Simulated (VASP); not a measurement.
Input of a VASP 6.6.1 run:

The input INCAR:

```
SYSTEM = Se
  PREC = Accurate
  ENCUT = 520
  EDIFF = 1E-6
  ISMEAR = -1
  SIGMA = 0.01
  LREAL = .False.
  LASPH = .True.
  NELM = 80
  ALGO = Normal
  ISIF = 2
  LWAVE = .False.
  LCHARG = .False.
  GGA = PE
  NBANDS = 27
```

File KPOINTS:

```
Automatic mesh
0
Gamma
  6 6 6
  0 0 0
```

Contents of POSCAR:

```
Se
1.0
    5.6809998619      3.2799267995      1.5206199000
   -5.6809998619      3.2799267995      1.5206199000
    0.0000000000     -6.5598535991      1.5206199000
Se
6
Direct
    0.2806600000      0.1625100000      0.9181800000
    0.9181800000      0.2806600000      0.1625100000
    0.1625100000      0.9181800000      0.2806600000
    0.7193400000      0.8374900000      0.0818200000
    0.0818200000      0.7193400000      0.8374900000
    0.8374900000      0.0818200000      0.7193400000
```

Potentials or basis: VASP PAW PBE potentials, release 64 (Se).

Launch:

```sh
$ cat potpaw_PBE.64/Se/POTCAR > POTCAR
$ mpirun -np 1 vasp_std > vasp.out
```

Task: Predict the band gap on the k mesh.

Result: 1.34 eV (least direct gap 1.52 eV).

Task: What does it give for the largest force?

Result: 0.311 eV/Å.

Task: Estimate the pressure.

Result: 1.7 GPa.

Forces in eV/Å, atoms in the order of the input:
```
Se   0.136  0.258  0.108
Se  -0.291 -0.011  0.108
Se   0.156 -0.247  0.108
Se  -0.136 -0.258 -0.108
Se   0.291  0.011 -0.108
Se  -0.156  0.247 -0.108
```

Caveat: the cell differs from its parent crystal (zz strain of +3 %); this functional lacks dispersion, which holds the molecules together, so the pressure and a relaxed volume are unreliable. A k mesh can miss the band edges.
